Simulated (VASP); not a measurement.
Input of a VASP 6.6.1 run:

Contents of INCAR:

```
SYSTEM = SnO2
PREC = Accurate
ENCUT = 600
EDIFF = 1E-6
ISMEAR = 0
SIGMA = 0.1
LREAL = .FALSE.
LASPH = .TRUE.
NELM = 100
ALGO = Normal
ISIF = 3
LWAVE = .FALSE.
LCHARG = .FALSE.
GGA = PE
IBRION = 2
NSW = 80
EDIFFG = -0.05
```

KPOINTS

```
regular mesh
0
G
  4 4 4
  0 0 0
```

File POSCAR:

```
SnO2
1.0
    0.0000000000      4.4833566179      4.4833566179
    4.4833566179      0.0000000000      4.4833566179
    4.4833566179      4.4833566179      0.0000000000
Sn O
4 8
Direct
    0.6250000000      0.1250000000      0.1250000000
    0.1250000000      0.6250000000      0.1250000000
    0.1250000000      0.1250000000      0.6250000000
    0.1250000000      0.1250000000      0.1250000000
    0.3649367120      0.8783544293      0.8783544293
    0.8783544293      0.3649367120      0.8783544293
    0.8783544293      0.8783544293      0.3649367120
    0.8783544293      0.8783544293      0.8783544293
    0.8850632880      0.3716455707      0.3716455707
    0.3716455707      0.8850632880      0.3716455707
    0.3716455707      0.3716455707      0.8850632880
    0.3716455707      0.3716455707      0.3716455707
```

Potentials or basis: VASP PAW PBE potentials, release 64 (Sn_d, O).

Run with:

```console
$ cat potpaw_PBE.64/Sn_d/POTCAR potpaw_PBE.64/O/POTCAR > POTCAR
$ mpirun -np 1 vasp_std > vasp.out
```

Task: What does it give for the relaxed cell?

Result: a = 6.400 Å, b = 6.400 Å, c = 6.400 Å, α = 60.00°, β = 60.00°, γ = 60.00°.

Task: Estimate the band gap on the k mesh.

Result: 1.81 eV, direct.

Final structure:
```cif
data_structure
_symmetry_space_group_name_H-M 'P 1'
_symmetry_Int_Tables_number 1
_cell_length_a 6.4002
_cell_length_b 6.4002
_cell_length_c 6.4002
_cell_angle_alpha 60.000
_cell_angle_beta 60.000
_cell_angle_gamma 60.000
_cell_volume 185.38
loop_
_atom_site_label
_atom_site_type_symbol
_atom_site_fract_x
_atom_site_fract_y
_atom_site_fract_z
_atom_site_occupancy
Sn1 Sn 0.62500 0.12500 0.12500 1
Sn2 Sn 0.12500 0.62500 0.12500 1
Sn3 Sn 0.12500 0.12500 0.62500 1
Sn4 Sn 0.12500 0.12500 0.12500 1
O1 O 0.32720 0.89093 0.89093 1
O2 O 0.89093 0.32720 0.89093 1
O3 O 0.89093 0.89093 0.32720 1
O4 O 0.89093 0.89093 0.89093 1
O5 O 0.92280 0.35907 0.35907 1
O6 O 0.35907 0.92280 0.35907 1
O7 O 0.35907 0.35907 0.92280 1
O8 O 0.35907 0.35907 0.35907 1
```

Caveat: spin-orbit coupling is left out, which moves the levels of the heavy elements. Expect the measured gap to be larger: semilocal functionals such as PBE lack the derivative discontinuity.
